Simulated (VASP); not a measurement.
Al2BN3:

```
B N Al
1.0
    -1.37242    4.11727    1.94090
     1.37242   -4.11727    1.94090
     1.37242    4.11727   -1.94090
B N Al
1 3 2
Direct
  0.00000 0.00000 0.00000
  0.75000 0.25000 0.50000
  0.41667 0.25000 0.16667
  0.08333 0.25000 0.83333
  0.66667 0.00000 0.66667
  0.33333 0.00000 0.33333
```

| Property | Result |
| --- | --- |
| Program | VASP 6.6.1 |
| Task | relaxation of cell and atoms |
| Functional | PBE |
| Potentials or basis | VASP PAW PBE potentials, release 64 (B, N, Al) |
| Cutoff | 600 eV |
| k mesh | 10 × 10 × 10 |
| Occupations | fermi-dirac, width 0.02 eV |
| Spin | no spin polarisation |

At the start: pressure 85.7 GPa; volume 7.31 Å³/atom.

Q: How do energy, volume and symmetry change on relaxing?

A: Over 16 steps the energy falls by 665.1 meV/atom and the volume is 8.99 Å³/atom (+23.0 %); space group Imm2 (No. 44, to 0.1 Å) before and after.

Step by step:
```
step  energy change (eV)  largest force (eV/Å)  pressure (GPa)  volume (Å³)
   1              0.0000                7.7564           85.74        43.87
   2              0.1923                3.8428          -37.08        73.70
   3             -3.8650                1.3854           -7.21        55.63
   4             -3.8939                1.3295           -3.73        54.75
   5             -3.8975                1.2999           -1.76        54.29
   6             -3.9834                0.3282            0.54        53.90
   7             -3.9864                0.1622            0.08        53.96
   8             -3.9902                0.0471           -0.10        53.97
   9             -3.9902                0.0336           -0.12        53.97
  10             -3.9905                0.0208            0.05        53.93
  11             -3.9905                0.0190            0.04        53.93
  12             -3.9905                0.0092            0.01        53.94
  13             -3.9905                0.0083           -0.01        53.94
  14             -3.9905                0.0087            0.00        53.94
  15             -3.9905                0.0088            0.00        53.94
  16             -3.9905                0.0022            0.00        53.94
```

Final structure:
```cif
data_structure
_symmetry_space_group_name_H-M 'P 1'
_symmetry_Int_Tables_number 1
_cell_length_a 5.0820
_cell_length_b 5.0820
_cell_length_c 5.0820
_cell_angle_alpha 146.542
_cell_angle_beta 60.466
_cell_angle_gamma 131.197
_cell_volume 53.94
loop_
_atom_site_label
_atom_site_type_symbol
_atom_site_fract_x
_atom_site_fract_y
_atom_site_fract_z
_atom_site_occupancy
B1 B 0.01370 0.01370 0.00000 1
N1 N 0.79497 0.29497 0.50000 1
N2 N 0.37114 0.22155 0.14959 1
N3 N 0.07197 0.22155 0.85041 1
Al1 Al 0.66192 0.99911 0.66281 1
Al2 Al 0.33630 0.99911 0.33719 1
```

Caveat: the volume moved by over 15 % at a fixed basis, so the end points are rough.
